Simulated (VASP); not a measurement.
# MgO (F-43m) in VASP: a series of runs, part 2 of 2

VASP 6.6.1.

### Step 4. Single point, r2SCAN+D3(BJ)

This run uses another cell than the first one, of 11.74 Å³/atom, 0.957 times its volume.

Contents of POSCAR:

```
MgO
1.0
    0.0000000000      2.2729265244      2.2729265244
    2.2729265244      0.0000000000      2.2729265244
    2.2729265244      2.2729265244      0.0000000000
Mg O
1 1
Direct
    0.5000000000      0.5000000000      0.5000000000
    0.7500000000      0.7500000000      0.7500000000
```

Contents of INCAR.step1:

```
SYSTEM = MgO
PREC = Accurate ; ENCUT = 520
ISMEAR = -1 ; SIGMA = 0.05
LREAL = .False. ; LASPH = .True.
NELM = 60 ; NBANDS = 11
GGA = PE ; ALGO = Normal
EDIFF = 1E-4 ; LWAVE = .True.
LCHARG = .False.
```

Contents of INCAR.step2:

```
SYSTEM = MgO
PREC = Accurate ; ENCUT = 520
EDIFF = 1E-7 ; ISMEAR = -1
SIGMA = 0.05 ; LREAL = .False.
LASPH = .True. ; NELM = 60
ALGO = Normal ; ISIF = 2
LWAVE = .False. ; LCHARG = .False.
METAGGA = R2SCAN ; LMIXTAU = .True.
IVDW = 12 ; VDW_S6 = 1.0
VDW_S8 = 0.78981345 ; VDW_A1 = 0.49484001
VDW_A2 = 5.73083694 ; NBANDS = 11
ISTART = 1
```

Contents of KPOINTS:

```
regular mesh
0
Gamma
  10 10 10
  0 0 0
```

Potentials or basis: VASP PAW PBE potentials, release 64 (Mg, O).

Launch:

```console
$ cat potpaw_PBE.64/Mg/POTCAR potpaw_PBE.64/O/POTCAR > POTCAR
$ cp INCAR.step1 INCAR
$ mpirun -np 1 vasp_std > vasp.out
$ cp INCAR.step2 INCAR
$ mpirun -np 1 vasp_std > vasp.out
```

OUTCAR:

```text
SYSTEM = MgO
   PREC = Accurate
   ENCUT = 520
   EDIFF = 1E-7
   ISMEAR = -1
   LREAL = .False.
   LASPH = .True.
   NELM = 60
   ISIF = 2
   METAGGA = R2SCAN
   IVDW = 12
   ISTART = 1
 IVDW          = 12

 ion  position               nearest neighbor table
   1  0.500  0.500  0.500-   2 1.97   2 1.97   2 1.97   2 1.97
   2  0.750  0.750  0.750-   1 1.97   1 1.97   1 1.97   1 1.97

  LATTYP: Found a face centered cubic cell.
 ALAT       =     4.5458530488

  Lattice vectors:

 A1 = (   0.0000000000,   2.2729265244,   2.2729265244)
 A2 = (   2.2729265244,   0.0000000000,   2.2729265244)
 A3 = (   2.2729265244,   2.2729265244,   0.0000000000)

Analysis of symmetry for initial positions (statically):
=====================================================================
 Subroutine PRICEL returns:
 Original cell was already a primitive cell.

 Routine SETGRP: Setting up the symmetry group for a
 face centered cubic supercell.

 Subroutine GETGRP returns: Found 24 space group operations
 (whereof 24 operations were pure point group operations)
 out of a pool of 48 trial point group operations.

The static configuration has the point symmetry T_d .

Analysis of symmetry for dynamics (positions and initial velocities):
=====================================================================
 Subroutine PRICEL returns:
 Original cell was already a primitive cell.

 Routine SETGRP: Setting up the symmetry group for a
 face centered cubic supercell.

 Subroutine GETGRP returns: Found 24 space group operations
 (whereof 24 operations were pure point group operations)
 out of a pool of 48 trial point group operations.

The dynamic configuration has the point symmetry T_d .

 Subroutine INISYM returns: Found 24 space group operations
 (whereof 24 operations are pure point group operations),
 and found     1 'primitive' translations

----------------------------------------------------------------------------------------

                                     Primitive cell

  volume of cell :      23.4848

  direct lattice vectors                    reciprocal lattice vectors
     0.000000000  2.272926524  2.272926524    -0.219980714  0.219980714  0.219980714
     2.272926524  0.000000000  2.272926524     0.219980714 -0.219980714  0.219980714
     2.272926524  2.272926524  0.000000000     0.219980714  0.219980714 -0.219980714

  length of vectors
     3.214403517  3.214403517  3.214403517     0.381017774  0.381017774  0.381017774

  position of ions in fractional coordinates (direct lattice)
     0.500000000  0.500000000  0.500000000
     0.750000000  0.750000000  0.750000000

  ion indices of the primitive-cell ions
   primitive index   ion index
                 1           1
                 2           2

----------------------------------------------------------------------------------------

 KPOINTS: regular mesh

Automatic generation of k-mesh.
 Grid dimensions read from file:
 generate k-points for:   10   10   10

 Generating k-lattice:

  Cartesian coordinates                     Fractional coordinates (reciprocal lattice)
    -0.021998071  0.021998071  0.021998071     0.100000000  0.000000000  0.000000000
     0.021998071 -0.021998071  0.021998071     0.000000000  0.100000000  0.000000000
     0.021998071  0.021998071 -0.021998071     0.000000000  0.000000000  0.100000000

  Length of vectors
     0.038101777  0.038101777  0.038101777

  Shift w.r.t. Gamma in fractional coordinates (k-lattice)
     0.000000000  0.000000000  0.000000000

 Subroutine IBZKPT returns following result:
 ===========================================

 Found     47 irreducible k-points:

 Following reciprocal coordinates:
            Coordinates               Weight
  0.000000  0.000000  0.000000      1.000000
  0.100000  0.000000  0.000000      8.000000
  0.200000  0.000000  0.000000      8.000000
  0.300000  0.000000  0.000000      8.000000
  0.400000  0.000000  0.000000      8.000000
  0.500000  0.000000  0.000000      4.000000
[... 16 lines left out ...]
  0.300000  0.300000  0.000000      6.000000
  0.400000  0.300000  0.000000     24.000000
 [... further k-points ...]
   k-points           NKPTS =     47   k-points in BZ     NKDIM =     47   number of bands    NBANDS=     11
   number of dos      NEDOS =    301   number of ions     NIONS =      2
   total plane-waves  NPLWV =  13824
   dimension x,y,z NGX =    24 NGY =   24 NGZ =   24
   dimension x,y,z NGXF=    48 NGYF=   48 NGZF=   48
   ions per type =               1   1
   NGX,Y,Z   is equivalent  to a cutoff of  12.41, 12.41, 12.41 a.u.
   NGXF,Y,Z  is equivalent  to a cutoff of  24.83, 24.83, 24.83 a.u.
 SYSTEM =  MgO
   PREC   = accura    normal or accurate (medium, high low for compatibility)
   ISTART =      1    job   : 0-new  1-cont  2-samecut
   ICHARG =      0    charge: 1-file 2-atom 10-const
   ISPIN  =      1    spin polarized calculation?
   LNONCOLLINEAR =      F non collinear calculations
   LSORBIT =      F    spin-orbit coupling
   LASPH  =      T    aspherical Exc in radial PAW
   ENCUT  =  520.0 eV  38.22 Ry    6.18 a.u.   5.98  5.98  5.98*2*pi/ulx,y,z
   NELM   =     60;   NELMIN=  2; NELMDL=  0     # of ELM steps
   EDIFF  = 0.1E-06   stopping-criterion for ELM
   LREAL  =      F    real-space projection
   EDIFFG = 0.1E-05   stopping-criterion for IOM
   NSW    =      0    number of steps for IOM
   IBRION =     -1    ionic relax: 0-MD 1-quasi-New 2-CG
   NFREE  =      0    steps in history (QN), initial steepest desc. (CG)
   ISIF   =      2    stress and relaxation
   ISYM   =      2    0-nonsym 1-usesym 2-fastsym
   POTIM  = 0.5000    time-step for ionic-motion
   TEBEG  =    0.0;   TEEND  =   0.0 temperature during run
   PSTRESS=    0.0 pullay stress
   NELECT =       8.0000    total number of electrons
   NUPDOWN=      -1.0000    fix difference up-down
   EMIN   =  10.00;   EMAX   =-10.00  energy-range for DOS
   EFERMI =   0.00;   METHOD = LEGACY
   ISMEAR =    -1;   SIGMA  =   0.05  broadening in eV -4-tet -1-fermi 0-gaus
   EFERMI_NEDOS =   21; number of points for ismear=-14 and -15
   IALGO  =     38    algorithm
   IMIX   =      4    mixing-type and parameters
     AMIX     =   0.40;   BMIX     =  1.00
     AMIX_MAG =   1.60;   BMIX_MAG =  1.00
  volume/ion in A,a.u.               =      11.74        79.24
  Fermi-wavevector in a.u.,A,eV,Ry     =   1.143342  2.160603 17.785952  1.307231
  Thomas-Fermi vector in A             =   2.280037
   LORBIT       =      0    0 simple, 1 ext, 2 COOP (PROOUT), +10 PAW based schemes
   METAGGA = R2SCAN    functional components
   LHFCALC =     F    Hartree Fock is set to
   AEXX    =    0.0000 exact exchange contribution
   IVDW    =    12    specifies the selected vdW correction
   LEPSILON=     F    determine dielectric tensor
   LRPA    =     F    only Hartree local field effects (RPA)
 non-spin polarized calculation
  energy-cutoff  :      520.00
  volume of cell :       23.48
 maximum number of plane-waves:       644
   NGX = 11   NGY = 11   NGZ = 11

 number of electron       8.0000008 magnetization

 Free energy of the ion-electron system (eV)
  ---------------------------------------------------
  ext. energy  EPLUGINS =         0.00000000
  ---------------------------------------------------
  free energy    TOTEN  =       -15.85325029 eV

  energy without entropy =      -15.85325029  energy(sigma->0) =      -15.85325029

 E-fermi :   1.5500     XC(G=0): -10.2206

 val. band max:        0.4209540505   @ k =   0.0000   0.0000   0.0000
 cond. band min:       4.8146056479   @ k =   0.0000   0.0000   0.0000
 fundamental gap:      4.3936515974
 Fermi energy:         1.5500124585

 k-point     1 :       0.0000    0.0000    0.0000
  band No.  band energies     occupation
      1     -16.4456      2.00000
      2       0.4210      2.00000
      3       0.4210      2.00000
      4       0.4210      2.00000
      5       4.8146      0.00000
      6      18.4738      0.00000
      7      18.4738      0.00000
      8      18.4738      0.00000
      9      21.9332      0.00000
     10      21.9333      0.00000
     11      22.0801      0.00000
[... 309 lines left out ...]
 k-point    24 :       0.4000    0.3000    0.0000
  band No.  band energies     occupation
      1     -15.7604      2.00000
      2      -1.8510      2.00000
      3      -0.2807      2.00000
      4      -0.1577      2.00000
      5       8.0362      0.00000
      6      13.0484      0.00000
      7      15.5609      0.00000
      8      18.0051      0.00000
      9      18.4475      0.00000
     10      25.0585      0.00000
     11      25.4151      0.00000

 [... further k-points ...]

------------------------ aborting loop because EDIFF is reached ----------------------------------------

 Edisp (eV)   -0.22014

 E8    (eV) :    -0.0666

  FORCE on cell =-STRESS in cart. coord.  units (eV):
  Direction    XX          YY          ZZ          XY          YZ          ZX
  --------------------------------------------------------------------------------------
  -------------------------------------------------------------------------------------
  Total      -0.07716    -0.07716    -0.07716     0.00000     0.00000     0.00000
  in kB      -5.26411    -5.26411    -5.26411     0.00000     0.00000     0.00000
  external pressure =       -5.26 kB  Pullay stress =        0.00 kB

 VOLUME and BASIS-vectors are now :
 -----------------------------------------------------------------------------
  energy-cutoff  :      520.00
  volume of cell :       23.48
      direct lattice vectors                 reciprocal lattice vectors
     0.000000000  2.272926524  2.272926524    -0.219980714  0.219980714  0.219980714
     2.272926524  0.000000000  2.272926524     0.219980714 -0.219980714  0.219980714
     2.272926524  2.272926524  0.000000000     0.219980714  0.219980714 -0.219980714

 POSITION                                       TOTAL-FORCE (eV/Angst)
 -----------------------------------------------------------------------------------
      2.27293      2.27293      2.27293         0.000000      0.000000      0.000000
      3.40939      3.40939      3.40939        -0.000000     -0.000000     -0.000000
 -----------------------------------------------------------------------------------
    total drift:                                0.000004      0.000004      0.000004

  FREE ENERGIE OF THE ION-ELECTRON SYSTEM (eV)
  ---------------------------------------------------
  free  energy   TOTEN  =       -16.0733859567 eV

  energy  without entropy=      -16.0733859566  energy(sigma->0) =      -16.07338596
```

Wall time 20 s (1 thread of Intel Xeon 6975P-C (Granite Rapids), shared host); peak memory 0.16 GiB.

Results:

```
Free energy                : -16.0734 eV
Pressure                   : -0.5 GPa
Band gap on the k mesh     : 4.39 eV, direct
Dispersion energy per atom : -0.110 eV
```

Caveat: the PAW data sets were made with another functional, which shifts forces and pressure a little.

### Step 5. Relaxation of cell and atoms, RPBE+D3(BJ)

Contents of INCAR:

```
SYSTEM = MgO
  PREC = Accurate
  ENCUT = 600
  EDIFF = 1E-7
  ISMEAR = -1
  SIGMA = 0.05
  LREAL = .False.
  LASPH = .True.
  NELM = 60
  ALGO = Normal
  ISIF = 3
  LWAVE = .False.
  LCHARG = .False.
  GGA = RP
  IVDW = 12
  IBRION = 2
  NSW = 60
  EDIFFG = -0.01
```

Contents of KPOINTS:

```
Automatic mesh
0
Gamma
  10 10 10
  0 0 0
```

Contents of POSCAR:

```
MgO
1.0
    0.0000000000      2.3061600000      2.3061600000
    2.3061600000      0.0000000000      2.3061600000
    2.3061600000      2.3061600000      0.0000000000
Mg O
1 1
Direct
    0.5000000000      0.5000000000      0.5000000000
    0.7500000000      0.7500000000      0.7500000000
```

Potentials or basis: VASP PAW PBE potentials, release 64 (Mg, O).

Launch:

```console
$ cat potpaw_PBE.64/Mg/POTCAR potpaw_PBE.64/O/POTCAR > POTCAR
$ mpirun -np 1 vasp_std > vasp.out
```

OUTCAR:

```text
SYSTEM = MgO
   PREC = Accurate
   ENCUT = 600
   EDIFF = 1E-7
   ISMEAR = -1
   LREAL = .False.
   LASPH = .True.
   NELM = 60
   ISIF = 3
   GGA = RP
   IVDW = 12
   IBRION = 2
   NSW = 60
   EDIFFG = -0.01
 IVDW          = 12

 ion  position               nearest neighbor table
   1  0.500  0.500  0.500-   2 2.00   2 2.00   2 2.00   2 2.00
   2  0.750  0.750  0.750-   1 2.00   1 2.00   1 2.00   1 2.00

  LATTYP: Found a face centered cubic cell.
 ALAT       =     4.6123200000

  Lattice vectors:

 A1 = (   0.0000000000,   2.3061600000,   2.3061600000)
 A2 = (   2.3061600000,   0.0000000000,   2.3061600000)
 A3 = (   2.3061600000,   2.3061600000,   0.0000000000)

Analysis of symmetry for initial positions (statically):
=====================================================================
 Subroutine PRICEL returns:
 Original cell was already a primitive cell.

 Routine SETGRP: Setting up the symmetry group for a
 face centered cubic supercell.

 Subroutine GETGRP returns: Found 24 space group operations
 (whereof 24 operations were pure point group operations)
 out of a pool of 48 trial point group operations.

The static configuration has the point symmetry T_d .

Analysis of symmetry for dynamics (positions and initial velocities):
[... 151 lines left out ...]

 number of electron       8.0000002 magnetization

 Free energy of the ion-electron system (eV)
  ---------------------------------------------------
  ext. energy  EPLUGINS =         0.00000000
  ---------------------------------------------------
  free energy    TOTEN  =       -11.09811305 eV

  energy without entropy =      -11.09811305  energy(sigma->0) =      -11.09811305

------------------------ aborting loop because EDIFF is reached ----------------------------------------

 Edisp (eV)   -1.77720

 E8    (eV) :    -1.0419
[... 71 lines left out ...]
--------------------------------------- Ionic step        3  -------------------------------------------

 number of electron       7.9999998 magnetization

 Free energy of the ion-electron system (eV)
  ---------------------------------------------------
  ext. energy  EPLUGINS =         0.00000000
  ---------------------------------------------------
  free energy    TOTEN  =       -10.92524136 eV

  energy without entropy =      -10.92524136  energy(sigma->0) =      -10.92524136

 E-fermi :   2.5385     XC(G=0):  -9.8247

 val. band max:        1.4027599073   @ k =   0.0000   0.0000   0.0000
 cond. band min:       5.6598136214   @ k =   0.0000   0.0000   0.0000
 fundamental gap:      4.2570537141
 Fermi energy:         2.5385177050

 k-point     1 :       0.0000    0.0000    0.0000
  band No.  band energies     occupation
      1     -14.8269      2.00000
      2       1.4028      2.00000
      3       1.4028      2.00000
      4       1.4028      2.00000
      5       5.6598      0.00000
      6      19.3147      0.00000
      7      19.3147      0.00000
      8      19.3147      0.00000
[... 243 lines left out ...]
 k-point    24 :       0.4000    0.3000    0.0000
  band No.  band energies     occupation
      1     -14.0243      2.00000
      2      -0.9923      2.00000
      3       0.6828      2.00000
      4       0.8151      2.00000
      5       8.7440      0.00000
      6      13.6708      0.00000
      7      16.5462      0.00000
      8      18.8876      0.00000

 [... further k-points ...]

------------------------ aborting loop because EDIFF is reached ----------------------------------------

 Edisp (eV)   -2.06991

 E8    (eV) :    -1.2277
[... 25 lines left out ...]
  FREE ENERGIE OF THE ION-ELECTRON SYSTEM (eV)
  ---------------------------------------------------
  free  energy   TOTEN  =       -12.9951525641 eV

  energy  without entropy=      -12.9951525641  energy(sigma->0) =      -12.99515256

 reached required accuracy - stopping structural energy minimisation
```

Run time: 15 s. Hardware: 1 thread of Intel Xeon 6975P-C (Granite Rapids), shared host; peak memory 0.18 GiB.

Results:

```yaml
Free_energy: -12.9952 eV
Relaxed_volume: 10.94 Å³/atom
Relaxed_cell: a = 3.139 Å, b = 3.139 Å, c = 3.139 Å, α = 60.00°, β = 60.00°, γ = 60.00°
Space_group_after_relaxing_to_0.05_Å: F-43m (No. 216)
Energy_gained_by_relaxing: 59.9 meV/atom
Ionic_steps: 3
Pressure_after_relaxing: 0.0 GPa
Band_gap_on_the_k_mesh: 4.26 eV, direct
Dispersion_energy_per_atom: -1.035 eV
```

The path:
| step | energy change (eV) | largest force (eV/Å) | pressure (GPa) | volume (Å³) |
| --- | --- | --- | --- | --- |
| 1 | 0.0000 | 0.0000 | -13.11 | 24.53 |
| 2 | -0.1073 | 0.0000 | 5.53 | 21.14 |
| 3 | -0.1198 | 0.0000 | 0.03 | 21.88 |

Final structure:
```yaml
crystal:
  lattice:
    - [0.00000, 2.21995, 2.21995]
    - [2.21995, 0.00000, 2.21995]
    - [2.21995, 2.21995, 0.00000]
  atoms:
    - { symbol: Mg, position: [0.50000, 0.50000, 0.50000] }
    - { symbol: O, position: [0.75000, 0.75000, 0.75000] }
```

Levels at points of the mesh, in eV from the valence-band top:
```csv
k point,band 2,band 3,band 4,band 5,band 6,band 7
"(0.00, 0.00, 0.00)",0.00,0.00,0.00,4.26,17.91,17.91
"(0.50, 0.00, 0.00)",-3.22,-0.18,-0.18,9.53,10.48,15.41
"(0.50, 0.50, 0.00)",-2.66,-0.76,-0.76,6.60,12.15,15.56
```

Caveat: the PAW data sets were made with another functional, which shifts forces and pressure a little. RPBE gaps usually lie below the measured ones, often by a third to a half.

### Step 6. The runs side by side

| task | level | cell | k mesh | cutoff (eV) | grid for exact exchange (PRECFOCK) | share of exact exchange | gap on the mesh (eV) | pressure (GPa) | relaxed volume (Å³/atom) |
| --- | --- | --- | --- | --- | --- | --- | --- | --- | --- |
| relaxation of cell and atoms | PBEsol-based global hybrid | relaxed from a = 3.261 Å, angles 60.0°, 2 atoms | 5 × 5 × 5 | 600 | Normal | 0.25 | 6.02 | 0.0 | 11.65 |
| single point | PBE | a = 3.325 Å, angles 60.0°, 2 atoms | 10 × 10 × 10 | 520 | - | - | 3.15 | -6.3 | - |
| single point | r2SCAN+D3(BJ) | a = 3.214 Å, angles 60.0°, 2 atoms | 10 × 10 × 10 | 520 | - | - | 4.39 | -0.5 | - |
| relaxation of cell and atoms | RPBE+D3(BJ) | relaxed from a = 3.261 Å, angles 60.0°, 2 atoms | 10 × 10 × 10 | 600 | - | - | 4.26 | 0.0 | 10.94 |

Alike in all rows: potentials or basis VASP PAW PBE potentials, release 64 (Mg, O); no spin polarisation; smearing fermi-dirac 0.05 eV.

Caveats: some runs use coarse meshes; the PAW data sets were made with another functional, which shifts forces and pressure a little (some runs).

Total energies depend on the potentials used, so only differences within one code and one set of settings carry meaning.
